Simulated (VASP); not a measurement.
Set up this calculation in VASP 6.6.1, as the native input.

```
Task                   : single point
Functional             : PBEsol
Dispersion             : D3(BJ)
Potentials or basis    : VASP PAW PBE potentials, release 64 (Hf_pv, In_d, Si, O)
Cutoff                 : 520 eV
k mesh                 : 4 × 4 × 3
Occupations            : fermi-dirac, width 0.05 eV
Spin                   : no spin polarisation
Dipole correction      : no
Further INCAR settings : ALGO = Normal; EDIFF = 1e-07; NBANDS = 63
```

The structure of HfIn4SiO6 lies in POSCAR:

```
HfIn4SiO6
1.0
    2.9170734118     -5.3921394412     -0.0812746731
    2.9170734118      5.3921394412     -0.0812746731
   -1.4563677164      0.0000000000      6.3846405323
Hf In Si O
1 4 1 6
Direct
    0.0801692268      0.0801692268      0.0035156323
    0.7904303884      0.4795426895      0.0023103266
    0.4795426895      0.7904303884      0.0023103266
    0.5505885307      0.2125778643      0.5067457472
    0.2125778643      0.5505885307      0.5067457472
    0.8629974220      0.8629974220      0.4419268418
    0.8332051965      0.5799076646      0.3689880128
    0.5799076646      0.8332051965      0.3689880128
    0.0792854060      0.0792854060      0.3220951661
    0.9780086146      0.9780086146      0.6933200442
    0.4270876896      0.1261893069      0.0615270712
    0.1261893069      0.4270876896      0.0615270712
```

The input as run:

INCAR

```
SYSTEM = HfIn4SiO6
PREC = Accurate
ENCUT = 520
EDIFF = 1E-7
ISMEAR = -1
SIGMA = 0.05
LREAL = .False.
LASPH = .True.
NELM = 100
ALGO = Normal
ISIF = 2
LWAVE = .False.
LCHARG = .True.
GGA = PS
IVDW = 12
LELF = .True.
LVHAR = .True.
NBANDS = 63
```

KPOINTS

```
Automatic mesh
0
Gamma
  4 4 3
  0 0 0
```

Potentials or basis: VASP PAW PBE potentials, release 64 (Hf_pv, In_d, Si, O).

Launch:

```bash
$ cat potpaw_PBE.64/Hf_pv/POTCAR potpaw_PBE.64/In_d/POTCAR potpaw_PBE.64/Si/POTCAR potpaw_PBE.64/O/POTCAR > POTCAR
$ mpirun -np 1 vasp_std > vasp.out
```

Results of the run:

```yaml
Pressure: -0.1 GPa
Largest_force: 0.240 eV/Å
Band_gap_on_the_k_mesh: 0.49 eV (least direct gap 0.87 eV)
Dispersion_energy_per_atom: -0.199 eV
```

Caveat: the PAW data sets were made with another functional, which shifts forces and pressure a little; spin-orbit coupling is left out, which moves the levels of the heavy elements; an odd mesh through Γ misses points on the zone boundary, where band edges can lie.

Wall time 4.1 min on 1 thread of Intel(R) Xeon(R) Platinum 8488C (Sapphire Rapids), on a shared host, peak memory 0.45 GiB.
